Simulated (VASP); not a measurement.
Write the native input for VASP 6.6.1 that does the following.

```
Task                   : single point
Functional             : PBE
Potentials or basis    : VASP PAW PBE potentials, release 64 (Bi_d, Te)
Cutoff                 : 520 eV
k mesh                 : 6 × 6 × 6
Occupations            : gaussian, width 0.05 eV
Spin                   : no spin polarisation
Dipole correction      : no
Further INCAR settings : ALGO = Normal; EDIFF = 1e-07; NBANDS = 32
```

The structure of Bi2Te3 lies in POSCAR:

```
Bi2Te3
1.0
    2.2167829811      1.2798602508      9.8724877558
   -2.2167829811      1.2798602508      9.8724877558
    0.0000000000     -2.5597205017      9.8724877557
Bi Te
2 3
Direct
    0.8100778016      0.8100778016      0.8100778016
    0.3999227366      0.3999227366      0.3999227366
    0.6049964202      0.6049964202      0.6049964202
    0.2032426597      0.2032426597      0.2032426597
    0.0067603818      0.0067603818      0.0067603818
```

One way to write it, as run:

INCAR

```
SYSTEM = Bi2Te3
  PREC = Accurate
  ENCUT = 520
  EDIFF = 1E-7
  ISMEAR = 0
  SIGMA = 0.05
  LREAL = .FALSE.
  LASPH = .TRUE.
  NELM = 100
  ALGO = Normal
  ISIF = 2
  LWAVE = .FALSE.
  LCHARG = .FALSE.
  GGA = PE
  NBANDS = 32
```

KPOINTS

```
regular mesh
0
G
  6 6 6
  0 0 0
```

Potentials or basis: VASP PAW PBE potentials, release 64 (Bi_d, Te).

The run is started by

```sh
$ cat potpaw_PBE.64/Bi_d/POTCAR potpaw_PBE.64/Te/POTCAR > POTCAR
$ mpirun -np 1 vasp_std > vasp.out
```

It gave:

The pressure is 0.7 GPa and the largest force is 0.012 eV/Å. The band gap on the k mesh is zero (band 24 reaches 6.39 eV, above the bottom of band 25 at 6.37 eV).

Caveat: spin-orbit coupling is left out, which moves the levels of the heavy elements.

Wall time 9.9 min on 1 thread of Intel(R) Xeon(R) 6975P-C (Granite Rapids), with other jobs on the host, peak memory 0.96 GiB.
